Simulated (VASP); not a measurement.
Wanted: the native input for a VASP 6.6.1 run.

```yaml
Task: single point
Functional: PBE
Potentials_or_basis: VASP PAW PBE potentials, release 64 (Sb)
Cutoff: 520 eV
k_mesh: 10 × 10 × 1
Occupations: fermi-dirac, width 0.05 eV
Spin: no spin polarisation
Dipole_correction: yes
Further_INCAR_settings: ALGO = Normal; EDIFF = 1e-06; NBANDS = 14
```

The structure of Sb lies in POSCAR:

```
Sb
1.0
    3.3880510193      0.0000000000      0.0000000000
    0.0000000000      3.3880510193      0.0000000000
    0.0000000000      0.0000000000     20.7914000000
Sb
3
Direct
    0.0000000000      0.0000000000      0.3909167307
    0.5000000000      0.5000000000      0.5000000036
    0.0000000000      0.0000000000      0.6090832657
```

These files were run (other wordings do the same):

INCAR

```
PREC = Accurate ; ENCUT = 520
EDIFF = 1E-6 ; ISMEAR = -1
SIGMA = 0.05 ; LREAL = F
LASPH = T ; NELM = 100
ALGO = Normal ; ISIF = 2
LWAVE = F ; LCHARG = F
LDIPOL = T ; IDIPOL = 3
DIPOL = 0.5 0.5 0.500 ; GGA = PE
NBANDS = 14
```

KPOINTS

```
Automatic mesh
0
Gamma
  10 10 1
```

Potentials or basis: VASP PAW PBE potentials, release 64 (Sb).

The run is started by

```bash
$ cat potpaw_PBE.64/Sb/POTCAR > POTCAR
$ mpirun -np 1 vasp_std > vasp.out
```

Results of the run:

```json
{
  "Largest force": "0.015 eV/Å",
  "Band gap on the k mesh": "zero (an odd number of electrons rules out a gap without spin polarisation)"
}
```

Caveat: spin-orbit coupling is left out, which moves the levels of the heavy elements.

It took 2.9 min on 1 thread of AMD EPYC 7R13, on a shared host, peak memory 0.32 GiB.
